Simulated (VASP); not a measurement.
FeO:

```
Fe O
1.0
     0.00000    2.15540    2.15540
     2.15540    0.00000    2.15540
     2.15540    2.15540    0.00000
Fe O
1 1
Direct
  0.00000 0.00000 0.00000
  0.50000 0.50000 0.50000
```

Base run:

* Program: VASP 6.6.1
* Functional: RPBE
* Potentials or basis: VASP PAW PBE potentials, release 64 (Fe, O)
* Cutoff: 520 eV
* k mesh: 11 × 11 × 11
* Occupations: fermi-dirac, width 0.05 eV
* Spin: collinear spin, ferromagnetic start
* Starting moments: [3.0, 0.0] μB

Its results: band gap on the k mesh zero (filled and empty bands overlap); pressure 5.4 GPa; net moment 4.00 μB per cell; site moments Fe +3.63; O +0.30 μB.

**Question.** The run is repeated on the same cell with these changes: functional from RPBE to revPBE. What comes out?

**Answer.** Band gap on the k mesh zero (filled and empty bands overlap); pressure 3.9 GPa; net moment 4.00 μB per cell; site moments Fe +3.62; O +0.30 μB.

Caveats: the cell stands under pressure; the PAW data sets were made with another functional, which shifts forces and pressure a little; a cell with one magnetic atom can't hold antiferromagnetic order, which such compounds often take; semilocal functionals often make such compounds metallic where correlation or magnetic order opens a gap, which also shifts bond lengths.
